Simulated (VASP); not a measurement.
Set up this calculation in VASP 6.6.1, as the native input.

```yaml
Task: electric field gradients
Functional: PBEsol
Potentials_or_basis: VASP PAW PBE potentials, release 64 (K_sv, Cl)
Cutoff: 520 eV
k_mesh: 7 × 7 × 7
Occupations: fermi-dirac, width 0.03 eV
Spin: no spin polarisation
Dipole_correction: no
Further_INCAR_settings: ALGO = Normal; EDIFF = 1e-08; NBANDS = 15
```

The structure of KCl lies in POSCAR:

```
KCl
1.0
   -0.0315610000      3.1403195000      3.1403195000
    3.1403195000     -0.0315610000      3.1403195000
    3.1403195000      3.1403195000     -0.0315610000
K Cl
1 1
Direct
    0.0000000000      0.0000000000      0.0000000000
    0.5000000000      0.5000000000      0.5000000000
```

This cell differs from its parent crystal: equal xy, yz and zx shear strains of -1 %.

These files were run (other wordings do the same):

INCAR

```
PREC     = Accurate       # precision mode
ENCUT    = 520            # plane-wave cutoff, eV
EDIFF    = 1E-8           # SCF threshold, eV
ISMEAR   = -1             # smearing method
SIGMA    = 0.03           # smearing width, eV
LREAL    = F              # projectors in reciprocal space
LASPH    = T              # aspherical terms in the spheres
NELM     = 60             # most SCF steps
ALGO     = Normal         # electronic algorithm
ISIF     = 2              # what is computed and relaxed
LWAVE    = F              # write WAVECAR
LCHARG   = F              # write CHGCAR
GGA      = PS             # functional
LEFG     = T            
NBANDS   = 15             # bands
```

KPOINTS

```
Automatic mesh
0
Gamma
  7 7 7
```

Potentials or basis: VASP PAW PBE potentials, release 64 (K_sv, Cl).

Command:

```bash
$ cat potpaw_PBE.64/K_sv/POTCAR potpaw_PBE.64/Cl/POTCAR > POTCAR
$ mpirun -np 1 vasp_std > vasp.out
```

It gave:

| Item | Value |
| --- | --- |
| Pressure | -0.5 GPa |
| Band gap on the k mesh | 4.97 eV |
| Largest electric field gradient by atom | K +1.1; Cl -1.3 V/Å² |

Caveat: the cell differs from its parent crystal (equal xy, yz and zx shear strains of -1 %); without QUAD_EFG the Cq values of the log hold for a quadrupole moment of 1 mb, not for the nuclei; the PAW data sets were made with another functional, which shifts forces and pressure a little; an odd mesh through Γ misses points on the zone boundary, where band edges can lie.

Run time: 73 s on 1 thread of Intel Xeon 8259CL, on a shared host, peak memory 0.22 GiB.
